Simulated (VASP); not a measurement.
Ni2N, 3 atoms in the cell. Symmetry: P6/mmm, No. 191, hexagonal system. Conventional cell: a = 3.786 Å, b = 3.786 Å, c = 2.467 Å, α = 90.00°, β = 90.00°, γ = 120.00°. Ni (site symmetry -6m2) has 5 Ni at 2.19 to 2.47 Å and 6 N at 2.51 Å within 2.9 Å. Within 3.3 Å of N (site symmetry 6/mmm) lie 2 N at 2.47 Å and 12 Ni at 2.51 Å. The cell was built from a structure type or drawn by symmetry, and may not be a known phase.

```yaml
Program: VASP 6.6.1
Task: single point
Functional: PBE
Potentials_or_basis: VASP PAW PBE potentials, release 64 (Ni, N)
Cutoff: 520 eV
k_mesh: 6 × 6 × 6
Occupations: gaussian, width 0.1 eV
Spin: collinear spin, antiferromagnetic start
Starting_moments: "[-2.0, 2.0, 0.0] μB"
Dipole_correction: no
Further_INCAR_settings: ALGO = Normal; EDIFF = 1e-07; NBANDS = 24
```

Potentials or basis: VASP PAW PBE potentials, release 64 (Ni, N).

Run with:

```sh
$ cat potpaw_PBE.64/Ni/POTCAR potpaw_PBE.64/N/POTCAR > POTCAR
$ mpirun -np 1 vasp_std > vasp.out
```

Hardware: 1 thread of Intel Xeon 8259CL (shared host).

How long does it take, and how much memory?

Run time: 86 s on 1 thread of Intel Xeon 8259CL, with other jobs on the host, peak memory 0.17 GiB. Counts: scf iterations 19, k points 28.
